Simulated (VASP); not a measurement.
Crystal: Tb2GeO.

```
Tb Ge O
1.0
     1.77998    1.02767    6.99318
    -1.77998    1.02767    6.99318
     0.00000   -2.05534    6.99318
Tb Ge O
2 1 1
Direct
  0.73073 0.73073 0.73073
  0.26927 0.26927 0.26927
  0.50000 0.50000 0.50000
  0.00000 0.00000 0.00000
```

The cell was built from a structure type or drawn by symmetry, and may not be a known phase.

Base run:

| Item | Value |
| --- | --- |
| Program | VASP 6.6.1 |
| Functional | PBE |
| Potentials or basis | VASP PAW PBE potentials, release 64 (Tb_3, Ge_d, O), 4f in core |
| Cutoff | 600 eV |
| k mesh | 6 × 6 × 6 |
| Occupations | gaussian, width 0.1 eV |
| Spin | no spin polarisation |

Its results: band gap on the k mesh zero (bands 19 and 20 overlap by 1.52 eV); pressure -0.2 GPa; largest force 0.153 eV/Å.

**Question.** The run is repeated on the same cell with these changes: k mesh from 6 × 6 × 6 to 4 × 4 × 4; occupations from gaussian, width 0.1 eV to gaussian, width 0.15 eV. What comes out?

**Answer.** Band gap on the k mesh zero (bands 19 and 20 overlap by 1.16 eV); pressure 0.3 GPa; largest force 0.024 eV/Å.

Caveats: some runs use coarse meshes; spin-orbit coupling is left out, which moves the levels of the heavy elements; the 4f electrons are frozen in the core, so they carry no moment and show no levels; the run has no spin polarisation, though such a crystal can be magnetic.
